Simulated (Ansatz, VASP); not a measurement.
# TiO2 in VASP and in Ansatz

The input INCAR:

```
SYSTEM = TiO2
PREC = Accurate
ENCUT = 520
EDIFF = 1E-7
ISMEAR = 0
SIGMA = 0.05
LREAL = .False.
LASPH = .True.
NELM = 150
ALGO = Normal
ISIF = 2
LWAVE = .False.
LCHARG = .False.
LMAXMIX = 4
LDAU = .True.
LDAUTYPE = 2
LDAUL = 2 -1
LDAUU = 4 0
LDAUJ = 0 0
LDAUPRINT = 1
GGA = PE
NBANDS = 33
```

The input KPOINTS:

```
regular mesh
0
Gamma
  6 6 10
  0 0 0
```

The input POSCAR:

```
TiO2
1.0
    4.6403824120      0.0000000000      0.0000000000
    0.0000000000      4.6403824120      0.0000000000
    0.0000000000      0.0000000000      2.7658729780
Ti O
2 4
Direct
    0.0000000000      0.0000000000      0.0000000000
    0.5000000000      0.5000000000      0.5000000000
    0.3056475955      0.3056475955      0.0000000000
    0.1943524045      0.8056475955      0.5000000000
    0.6943524045      0.6943524045      0.0000000000
    0.8056475955      0.1943524045      0.5000000000
```

Input for Ansatz:

```yaml
crystal:
  lattice:
    - [4.640382412, 0.0, 0.0]
    - [0.0, 4.640382412, 0.0]
    - [0.0, 0.0, 2.765872978]
  atoms:
    - { symbol: Ti, position: [0.0, 0.0, 0.0] }
    - { symbol: Ti, position: [0.5, 0.5, 0.5] }
    - { symbol: O, position: [0.3056475955, 0.3056475955, 0.0] }
    - { symbol: O, position: [0.1943524045, 0.8056475955, 0.5] }
    - { symbol: O, position: [0.6943524045, 0.6943524045, 0.0] }
    - { symbol: O, position: [0.8056475955, 0.1943524045, 0.5] }
basis:
  ecutwfc: 420
kpoints:
  mp_grid: { grid: [6, 6, 10] }
hamiltonian:
  xc: pbe
  hubbard: { sites: [{ species: Ti, l: d, u_eff: 4.0 }] }
scf:
  occupations: { method: gaussian, width: 0.05 }
output:
  forces: true
  stress: true
  eigenvalues: true
```

Change from the starting cell: strain +0.000 along x and y, -0.080 along z, atoms carried along.

Alike in both runs: task single point; functional PBE; k mesh 6 × 6 × 10; occupations gaussian, width 0.05 eV; no spin polarisation; Hubbard terms Ti d U = 4.0 eV.

```csv
,VASP,Ansatz
version,VASP 6.6.1,Ansatz 0.2.0
potentials or method,"VASP PAW PBE potentials, release 64 (Ti_sv, O), cutoff 520 eV","scalar-relativistic, plane waves, PAW"
valence electrons in the cell,48,48
```

```tsv
	VASP	Ansatz	Ansatz less VASP
gap on the k mesh at the Fermi level (eV)	2.60	2.52	-0.084
least direct gap on the mesh (eV)	2.64	2.58	-0.056
pressure (GPa)	33.2	27.5	-5.69
traceless stress, the component that is largest in VASP (GPa)	24.76	23.19	-1.570
rms of the force components (eV/Å)	0.531	0.388	-0.1436
```

The programs project onto different local orbitals, so the same U acts differently, and such runs can settle in different states. Atom by atom the forces differ by 0.144 eV/Å (rms over components).
